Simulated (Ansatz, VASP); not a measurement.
One calculation of Ta, two programs

```
Ta
1.0
    -1.65128    1.65128    1.65128
     1.65128   -1.65128    1.65128
     1.65128    1.65128   -1.65128
Ta
1
Direct
  0.00000 0.00000 0.00000
```

Alike in both runs: task relaxation of cell and atoms; functional LDA; k mesh 11 × 11 × 11; occupations fermi-dirac, width 0.05 eV; no spin polarisation.

|  | VASP | Ansatz |
| --- | --- | --- |
| version | VASP 6.6.1 | Ansatz 0.2.0 |
| potentials or method | VASP PAW LDA potentials, release 64 (Ta_sv_GW) | Ansatz PAW |
| plane-wave cutoff (eV) | 500 | 420 |
| valence electrons in the cell | 13 | 13 |

Ansatz gave:

- relaxed volume (Å³/atom): 17.21
- relaxed cell length with the largest relative difference (Å): 2.817

Problem. What did VASP give for the same quantities?

Solution. Relaxed volume (Å³/atom): 17.19; relaxed cell length with the largest relative difference (Å): 2.816.

LDA's correlation is that of Perdew and Zunger in VASP and of Perdew and Wang (1992) in Ansatz.

Spin-orbit coupling is off throughout. Noted on Ansatz's run: the plane-wave basis is chosen anew once the cell has moved, so the energies of steps on either side of that aren't comparable.
